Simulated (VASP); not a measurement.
# Mg12CO12F4 in VASP: a series of runs

Runs on Mg12CO12F4. Level: PBE. Tasks: single point.

Everything below comes from runs of VASP 6.6.1. Logs are shortened: lines on timing, memory, paths and dates and some standing lists are left out, and cuts for length are marked.

## 1. The cell of the first run

The cell holds layers a few Å apart, 29 atoms: a = 5.606 Å, b = 5.606 Å, c = 16.722 Å, α = 90.00°, β = 90.00°, γ = 60.00°.

## 2. Single point, PBE

File INCAR:

```
PREC = Accurate
ENCUT = 520
EDIFF = 1E-6
ISMEAR = 0
SIGMA = 0.05
LREAL = Auto
LASPH = T
NELM = 60
ALGO = Normal
ISIF = 2
LWAVE = F
LCHARG = F
GGA = PE
NBANDS = 84
```

File KPOINTS:

```
regular mesh
0
Gamma
  2 2 1
```

File POSCAR:

```
Mg12CO12F4
1.0
    5.6059430000      0.0000000000      0.0000000000
    2.8029710000      4.8548890000      0.0000000000
    0.0000000000      0.0000000000     16.7215410000
Mg O C F
12 12 1 4
Direct
    0.0000000000      0.0000000000      0.0598031000
    0.0000000000      0.5000000000      0.0598031000
    0.5000000000      0.0000000000      0.0598031000
    0.5000000000      0.5000000000      0.0598031000
    0.6658730531      0.6670676303      0.2121403040
    0.6666631232      0.1666672372      0.2120175172
    0.1670707617      0.6670525634      0.2121407730
    0.1670651727      0.1658756226      0.2121407868
    0.3335267021      0.3332044738      0.3624727959
    0.3333308581      0.8333357902      0.3682196002
    0.8332142261      0.3332781133      0.3624276721
    0.8332796121      0.8335068601      0.3624364822
    0.3333333000      0.8333333000      0.1282363000
    0.3333333000      0.3333333000      0.1282363000
    0.8333333000      0.8333333000      0.1282363000
    0.8333333000      0.3333333000      0.1282363000
    0.0000037917      0.4999982904      0.2788264144
    0.0003546438     -0.0001808968      0.2799218768
    0.4998273382      0.5003480619      0.2799301589
    0.4998217039     -0.0001701483      0.2799327293
    0.6667731342      0.1666272911      0.4308340636
    0.6776818467      0.6611932920      0.4317952569
    0.1610790841      0.1776423510      0.4318024835
    0.1611882160      0.6611840886      0.4318027605
    0.6720325167      0.1641658303      0.6647275075
    0.5928053466      0.4180862764      0.6395453372
    0.4965622642      0.0856335024      0.6397608216
    0.9252541740     -0.0106105237      0.6390725498
    0.6735140046      0.1635467972      0.7462131188
```

Potentials or basis: VASP PAW PBE potentials, release 64 (Mg, O, C, F).

On the command line:

```bash
cat potpaw_PBE.64/Mg/POTCAR potpaw_PBE.64/O/POTCAR potpaw_PBE.64/C/POTCAR potpaw_PBE.64/F/POTCAR > POTCAR
mpirun -np 1 vasp_std > vasp.out
```

OUTCAR:

```text
PREC = Accurate
   ENCUT = 520
   EDIFF = 1E-6
   ISMEAR = 0
   LREAL = Auto
   LASPH = T
   NELM = 60
   ISIF = 2
   GGA = PE

 ion  position               nearest neighbor table
   1  0.000  0.000  0.060-  16 1.98  13 1.98  15 1.98   2 2.80   2 2.80   3 2.80   3 2.80   4 2.80
                             4 2.80   6 3.02   8 3.02   7 3.02
   2  0.000  0.500  0.060-  15 1.98  14 1.98  16 1.98   1 2.80   1 2.80   4 2.80   4 2.80   3 2.80
                             3 2.80   7 3.02   5 3.02   8 3.02
   3  0.500  0.000  0.060-  14 1.98  15 1.98  13 1.98   4 2.80   4 2.80   1 2.80   1 2.80   2 2.80
                             2 2.80   6 3.02   5 3.02   8 3.02
   4  0.500  0.500  0.060-  13 1.98  16 1.98  14 1.98   3 2.80   3 2.80   2 2.80   2 2.80   1 2.80
                             1 2.80   6 3.02   7 3.02   5 3.02
   5  0.666  0.667  0.212-  17 1.97  19 1.97  20 1.97  13 2.14  15 2.14  16 2.14   8 2.80   7 2.80
                             6 2.80   6 2.80   7 2.81   8 2.81  11 2.99  12 2.99   3 3.02   4 3.02
   6  0.667  0.167  0.212-  18 1.98  19 1.98  20 1.98  14 2.14  15 2.14  16 2.14   7 2.80   8 2.80
                             5 2.80   5 2.80   8 2.80   7 2.80  11 2.99  12 2.99   9 2.99   3 3.02
   7  0.167  0.667  0.212-  17 1.97  18 1.97  19 1.97  13 2.14  14 2.14  15 2.14   5 2.80   8 2.80
                             6 2.80   6 2.80   8 2.81   5 2.81  12 2.99   9 2.99   4 3.02   1 3.02
   8  0.167  0.166  0.212-  17 1.97  18 1.97  20 1.97  13 2.14  14 2.14  16 2.14   5 2.80   7 2.80
                             6 2.80   6 2.80   7 2.81   5 2.81  11 2.99   9 2.99   3 3.02   1 3.02
   9  0.334  0.333  0.362-  24 1.97  23 1.97  21 1.98  20 2.13  19 2.13  17 2.14  11 2.80  12 2.80
[... 4 lines left out ...]
                            12 2.80  10 2.80   9 2.80  10 2.80   5 2.99   6 2.99   8 2.99
  12  0.833  0.834  0.362-  22 1.97  24 1.97  21 1.98  18 2.13  20 2.13  17 2.14   9 2.80  11 2.80
                            11 2.80  10 2.80   9 2.80  10 2.80   7 2.99   6 2.99   5 2.99
  13  0.333  0.833  0.128-   4 1.98   1 1.98   3 1.98   5 2.14   8 2.14   7 2.14
  14  0.333  0.333  0.128-   3 1.98   2 1.98   4 1.98   6 2.14   7 2.14   8 2.14
  15  0.833  0.833  0.128-   2 1.98   3 1.98   1 1.98   6 2.14   5 2.14   7 2.14
  16  0.833  0.333  0.128-   1 1.98   4 1.98   2 1.98   6 2.14   8 2.14   5 2.14
  17  0.000  0.500  0.279-   7 1.97   8 1.97   5 1.97  11 2.14  12 2.14   9 2.14
  18  0.000  1.000  0.280-   7 1.97   8 1.97   6 1.98  12 2.13  11 2.13  10 2.19
  19  0.500  0.500  0.280-   7 1.97   5 1.97   6 1.98  11 2.13   9 2.13  10 2.19
  20  0.500  1.000  0.280-   8 1.97   5 1.97   6 1.98  12 2.13   9 2.13  10 2.19
  21  0.667  0.167  0.431-  11 1.98  12 1.98   9 1.98
  22  0.678  0.661  0.432-  12 1.97  11 1.97  10 1.98
  23  0.161  0.178  0.432-  11 1.97   9 1.97  10 1.98
  24  0.161  0.661  0.432-   9 1.97  12 1.97  10 1.98
  25  0.672  0.164  0.665-  28 1.33  26 1.33  27 1.33  29 1.36
  26  0.593  0.418  0.640-  25 1.33
  27  0.497  0.086  0.640-  25 1.33
  28  0.925  0.989  0.639-  25 1.33
  29  0.674  0.164  0.746-  25 1.36

  LATTYP: Found a hexagonal cell.
 ALAT       =     5.6059427066
 C/A-ratio  =     2.9828240985

  Lattice vectors:

 A1 = (  -2.8029710000,  -4.8548890000,   0.0000000000)
 A2 = (   5.6059430000,   0.0000000000,   0.0000000000)
 A3 = (   0.0000000000,   0.0000000000,  16.7215410000)

Analysis of symmetry for initial positions (statically):
=====================================================================
 Subroutine PRICEL returns:
 Original cell was already a primitive cell.

 Routine SETGRP: Setting up the symmetry group for a
 hexagonal supercell.

 Subroutine GETGRP returns: Found  1 space group operations
 (whereof  1 operations were pure point group operations)
 out of a pool of 24 trial point group operations.

The static configuration has the point symmetry C_1 .

Analysis of symmetry for dynamics (positions and initial velocities):
=====================================================================
 Subroutine PRICEL returns:
 Original cell was already a primitive cell.

 Routine SETGRP: Setting up the symmetry group for a
 hexagonal supercell.

 Subroutine GETGRP returns: Found  1 space group operations
 (whereof  1 operations were pure point group operations)
 out of a pool of 24 trial point group operations.

The dynamic configuration has the point symmetry C_1 .

 Subroutine INISYM returns: Found  1 space group operations
[... 55 lines left out ...]
                 6           6
[... 21 lines left out ...]
                28          28
                29          29

----------------------------------------------------------------------------------------

 KPOINTS: regular mesh

Automatic generation of k-mesh.
 Grid dimensions read from file:
 generate k-points for:    2    2    1

 Generating k-lattice:

  Cartesian coordinates                     Fractional coordinates (reciprocal lattice)
     0.089191060 -0.051494474  0.000000000     0.500000000 -0.000000000  0.000000000
     0.000000000  0.102988966  0.000000000     0.000000000  0.500000000  0.000000000
     0.000000000  0.000000000  0.059803101     0.000000000  0.000000000  1.000000000

  Length of vectors
     0.102988961  0.102988966  0.059803101

  Shift w.r.t. Gamma in fractional coordinates (k-lattice)
     0.000000000  0.000000000  0.000000000

 Subroutine IBZKPT returns following result:
 ===========================================

 Found      4 irreducible k-points:

 Following reciprocal coordinates:
            Coordinates               Weight
  0.000000  0.000000  0.000000      1.000000
  0.500000  0.000000  0.000000      1.000000
  0.500000  0.500000  0.000000      1.000000
  0.000000  0.500000  0.000000      1.000000
   k-points           NKPTS =      4   k-points in BZ     NKDIM =      4   number of bands    NBANDS=     84
   number of dos      NEDOS =    301   number of ions     NIONS =     29
   total plane-waves  NPLWV = 222264
   dimension x,y,z NGX =    42 NGY =   42 NGZ =  126
   dimension x,y,z NGXF=    84 NGYF=   84 NGZF=  252
   ions per type =              12  12   1   4
   NGX,Y,Z   is equivalent  to a cutoff of  12.46, 12.46, 12.53 a.u.
   NGXF,Y,Z  is equivalent  to a cutoff of  24.91, 24.91, 25.05 a.u.
 SYSTEM =  unknown system
   PREC   = accura    normal or accurate (medium, high low for compatibility)
   ISTART =      0    job   : 0-new  1-cont  2-samecut
   ICHARG =      2    charge: 1-file 2-atom 10-const
   ISPIN  =      1    spin polarized calculation?
   LNONCOLLINEAR =      F non collinear calculations
   LSORBIT =      F    spin-orbit coupling
   LASPH  =      T    aspherical Exc in radial PAW
   ENCUT  =  520.0 eV  38.22 Ry    6.18 a.u.  10.42 10.42 31.09*2*pi/ulx,y,z
   NELM   =     60;   NELMIN=  2; NELMDL= -5     # of ELM steps
   EDIFF  = 0.1E-05   stopping-criterion for ELM
   LREAL  =      T    real-space projection
   EDIFFG = 0.1E-04   stopping-criterion for IOM
   NSW    =      0    number of steps for IOM
   IBRION =     -1    ionic relax: 0-MD 1-quasi-New 2-CG
   NFREE  =      0    steps in history (QN), initial steepest desc. (CG)
   ISIF   =      2    stress and relaxation
   ISYM   =      2    0-nonsym 1-usesym 2-fastsym
   POTIM  = 0.5000    time-step for ionic-motion
   TEBEG  =    0.0;   TEEND  =   0.0 temperature during run
   PSTRESS=    0.0 pullay stress
   NELECT =     128.0000    total number of electrons
   NUPDOWN=      -1.0000    fix difference up-down
   EMIN   =  10.00;   EMAX   =-10.00  energy-range for DOS
   EFERMI =   0.00;   METHOD = LEGACY
   ISMEAR =     0;   SIGMA  =   0.05  broadening in eV -4-tet -1-fermi 0-gaus
   EFERMI_NEDOS =   21; number of points for ismear=-14 and -15
   IALGO  =     38    algorithm
   IMIX   =      4    mixing-type and parameters
     AMIX     =   0.40;   BMIX     =  1.00
     AMIX_MAG =   1.60;   BMIX_MAG =  1.00
  volume/ion in A,a.u.               =      15.69       105.90
  Fermi-wavevector in a.u.,A,eV,Ry     =   1.072614  2.026946 15.653509  1.150500
  Thomas-Fermi vector in A             =   2.208389
   LORBIT       =      0    0 simple, 1 ext, 2 COOP (PROOUT), +10 PAW based schemes
   GGA     = PE    functional components
   LHFCALC =     F    Hartree Fock is set to
   AEXX    =    0.0000 exact exchange contribution
   IVDW    =     0    specifies the selected vdW correction
   LEPSILON=     F    determine dielectric tensor
   LRPA    =     F    only Hartree local field effects (RPA)
 non-spin polarized calculation
 Gauss-broadening in eV      SIGMA  =   0.05
  energy-cutoff  :      520.00
  volume of cell :      455.10
 maximum number of plane-waves:     12303
 NGX is ok and might be reduce to    42
   NGX = 21   NGY = 21   NGZ = 63

 number of electron     128.0000005 magnetization

 Free energy of the ion-electron system (eV)
  ---------------------------------------------------
  ext. energy  EPLUGINS =         0.00000000
  ---------------------------------------------------
  free energy    TOTEN  =      -145.54329457 eV

  energy without entropy =     -145.50187512  energy(sigma->0) =     -145.52258485

 E-fermi :  -0.7867     XC(G=0):  -7.7058

 val. band max:       -0.7879594584   @ k =   0.5000   0.5000   0.0000
 cond. band min:      -0.7093855033   @ k =   0.5000   0.5000   0.0000
 fundamental gap:      0.0785739551
 Fermi energy:        -0.7867363074

 k-point     1 :       0.0000    0.0000    0.0000
  band No.  band energies     occupation
      1     -27.4224      2.00000
      2     -24.5286      2.00000
      3     -24.5282      2.00000
      4     -24.4357      2.00000
      5     -20.2543      2.00000
      6     -19.0635      2.00000
[... 305 lines left out ...]
     75       7.2002      0.00000
     76       7.2138      0.00000
 [bands above 76 left out]

------------------------ aborting loop because EDIFF is reached ----------------------------------------

  FORCE on cell =-STRESS in cart. coord.  units (eV):
  Direction    XX          YY          ZZ          XY          YZ          ZX
  --------------------------------------------------------------------------------------
  -------------------------------------------------------------------------------------
  Total       42.4072675     42.4132404      0.6233271      0.0093618     -0.0004462      0.0006016
  in kB      149.2954567    149.3164844      2.1944328      0.0329585     -0.0015707      0.0021181
  external PRESSURE =     100.2687913 kB  Pullay stress =       0.0000000 kB

 VOLUME and BASIS-vectors are now :
 -----------------------------------------------------------------------------
  energy-cutoff  :      520.00
  volume of cell :      455.10
      direct lattice vectors                 reciprocal lattice vectors
     5.605943000  0.000000000  0.000000000     0.178382121 -0.102988948  0.000000000
     2.802971000  4.854889000  0.000000000     0.000000000  0.205977933  0.000000000
     0.000000000  0.000000000 16.721541000     0.000000000  0.000000000  0.059803101

 POSITION                                       TOTAL-FORCE (eV/Angst)
 -----------------------------------------------------------------------------------
      0.00000      0.00000      1.00000         0.001927     -0.001266     -0.389341
      1.40149      2.42744      1.00000        -0.000250      0.000102     -0.370318
      2.80297      0.00000      1.00000        -0.002582     -0.001070     -0.389464
      4.20446      2.42744      1.00000        -0.000239      0.002696     -0.389433
      5.60262      3.23854      3.54731        -0.000019     -0.000166     -0.033812
      4.20444      0.80915      3.54526        -0.000305      0.000113     -0.035065
[... 21 lines left out ...]
      7.96015      4.80338     10.68628         0.289822     -0.266190     -0.132053
      4.23410      0.79400     12.47783         0.004207     -0.002514      0.356172
 -----------------------------------------------------------------------------------
    total drift:                                0.008299     -0.003369     -0.013730

  FREE ENERGIE OF THE ION-ELECTRON SYSTEM (eV)
  ---------------------------------------------------
  free  energy   TOTEN  =      -145.5432945745 eV

  energy  without entropy=     -145.5018751230  energy(sigma->0) =     -145.52258485
```

It took 8.1 min on 1 thread of Intel Xeon Platinum 8488C (Sapphire Rapids), shared host; peak memory 0.53 GiB.

What came out:

| Item | Value |
| --- | --- |
| Free energy | -145.5433 eV |
| Largest force | 0.452 eV/Å |
| Band gap on the k mesh | zero (bands 64 and 65 overlap by 0.37 eV) |

Forces on the atoms (eV/Å):
```
Mg   0.002 -0.001 -0.389
Mg   0.000  0.000 -0.370
Mg  -0.003 -0.001 -0.389
Mg   0.000  0.003 -0.389
Mg   0.000  0.000 -0.034
Mg   0.000  0.000 -0.035
Mg  -0.001  0.000 -0.034
Mg   0.000  0.001 -0.034
Mg   0.001  0.000 -0.049
Mg   0.000  0.000 -0.047
Mg  -0.001 -0.001 -0.049
Mg  -0.001  0.002 -0.049
O    0.000  0.000  0.452
O    0.019 -0.011  0.423
O    0.000  0.022  0.423
O   -0.019 -0.011  0.423
O    0.000  0.000  0.035
O   -0.003  0.001  0.038
O    0.000 -0.002  0.038
O    0.002  0.001  0.038
O    0.000  0.000  0.001
O   -0.003  0.001  0.002
O    0.000 -0.003  0.002
O    0.002  0.002  0.002
C    0.003 -0.001  0.027
F    0.085  0.385 -0.130
F   -0.376 -0.118 -0.128
F    0.290 -0.266 -0.132
F    0.004 -0.003  0.356
```

Caveat: the k points lie up to 0.65 Å⁻¹ apart.

## 3. Single point, PBE

File INCAR:

```
SYSTEM = Mg12CO12F4
ALGO = Normal ; EDIFF = 1E-6
ENCUT = 520 ; GGA = PE
ISIF = 2 ; ISMEAR = 0
LASPH = .TRUE. ; LCHARG = .FALSE.
LREAL = Auto ; LWAVE = .FALSE.
NBANDS = 84 ; NELM = 100
PREC = Accurate ; SIGMA = 0.05
```

File KPOINTS:

```
k-points
0
G
  2 2 1
  0 0 0
```

File POSCAR:

```
Mg12CO12F4
1.0
    5.6059430000      0.0000000000      0.0000000000
    2.8029710000      4.8548890000      0.0000000000
    0.0000000000      0.0000000000     16.7215410000
Mg O C F
12 12 1 4
Direct
    0.0000000000      0.0000000000      0.0598031007
   -0.0000001407      0.5000001030      0.0598031007
    0.4999999108      0.0000000000      0.0598031007
    0.4999999485      0.5000001030      0.0598031007
    0.6658731548      0.6670675684      0.2121403165
    0.6666631343      0.1666672503      0.2120175407
    0.1670707493      0.6670525320      0.2121407949
    0.1670650750      0.1658756771      0.2121407949
    0.3335266466      0.3332045285      0.3624728128
    0.3333308614      0.8333358394      0.3682195917
    0.8332141899      0.3332780626      0.3624276614
    0.8332797191      0.8335068011      0.3624364525
    0.3333333459      0.8333333677      0.1282363270
    0.3333333082      0.3333332647      0.1282363270
    0.8333332567      0.8333333677      0.1282363270
    0.8333333974      0.3333332647      0.1282363270
    0.0000038187      0.4999982492      0.2788263952
    0.0003546082     -0.0001808486      0.2799218684
    0.4998274272      0.5003479997      0.2799301811
    0.4998216877     -0.0001701378      0.2799327526
    0.6667731971      0.1666272906      0.4308340362
    0.6776817746      0.6611932837      0.4317952514
    0.1610789802      0.1776423725      0.4318024876
    0.1611882927      0.6611840147      0.4318027866
    0.6720324968      0.1641658543      0.6647274913
    0.5928054495      0.4180861808      0.6395453625
    0.4965622844      0.0856334717      0.6397608330
    0.9252541525     -0.0106105413      0.6390725592
    0.6735139491      0.1635468906      0.7462131032
```

Potentials or basis: VASP PAW PBE potentials, release 64 (Mg, O, C, F).

On the command line:

```bash
cat potpaw_PBE.64/Mg/POTCAR potpaw_PBE.64/O/POTCAR potpaw_PBE.64/C/POTCAR potpaw_PBE.64/F/POTCAR > POTCAR
mpirun -np 1 vasp_std > vasp.out
```

Wall time 6.1 min (1 thread of Intel Xeon Platinum 8488C (Sapphire Rapids), shared host); peak memory 0.55 GiB.

The run converged. Its results:

```yaml
Free_energy: -145.5433 eV
Largest_force: 0.452 eV/Å
Band_gap_on_the_k_mesh: zero (bands 64 and 65 overlap by 0.37 eV)
```

Forces on the atoms (eV/Å):
```
Mg   0.002 -0.001 -0.389
Mg   0.000  0.000 -0.370
Mg  -0.003 -0.001 -0.390
Mg   0.000  0.003 -0.390
Mg   0.000  0.000 -0.034
Mg   0.000  0.000 -0.035
Mg  -0.001  0.000 -0.034
Mg   0.000  0.001 -0.034
Mg   0.001  0.000 -0.050
Mg   0.000  0.000 -0.047
Mg  -0.001 -0.001 -0.049
Mg  -0.001  0.001 -0.049
O    0.000  0.000  0.452
O    0.019 -0.011  0.423
O    0.000  0.022  0.423
O   -0.019 -0.011  0.423
O    0.000  0.000  0.035
O   -0.003  0.001  0.038
O    0.000 -0.002  0.038
O    0.002  0.001  0.038
O    0.000  0.000  0.001
O   -0.003  0.001  0.002
O    0.000 -0.003  0.002
O    0.002  0.002  0.003
C    0.003 -0.001  0.027
F    0.085  0.385 -0.130
F   -0.376 -0.118 -0.128
F    0.290 -0.266 -0.132
F    0.004 -0.003  0.356
```

Levels at points of the mesh, in eV from the Fermi level:
| k point | band 61 | band 62 | band 63 | band 64 | band 65 | band 66 | band 67 | band 68 | band 69 | band 70 |
| --- | --- | --- | --- | --- | --- | --- | --- | --- | --- | --- |
| (0.00, 0.00, 0.00) | -0.28 | -0.28 | -0.27 | 0.37 | 0.37 | 2.69 | 2.69 | 2.69 | 4.24 | 4.24 |
| (0.50, 0.00, 0.00) | -0.47 | -0.47 | -0.05 | -0.04 | 0.00 | 0.08 | 2.19 | 2.19 | 6.14 | 6.15 |
| (0.50, 0.50, 0.00) | -0.47 | -0.47 | -0.05 | -0.04 | 0.00 | 0.08 | 2.19 | 2.19 | 6.14 | 6.15 |
| (0.00, 0.50, 0.00) | -0.47 | -0.47 | -0.05 | -0.04 | 0.00 | 0.08 | 2.19 | 2.19 | 6.14 | 6.15 |

Caveat: the k points lie up to 0.65 Å⁻¹ apart.

The gap in the log of VASP goes by the Fermi energy; the results here count the filled bands.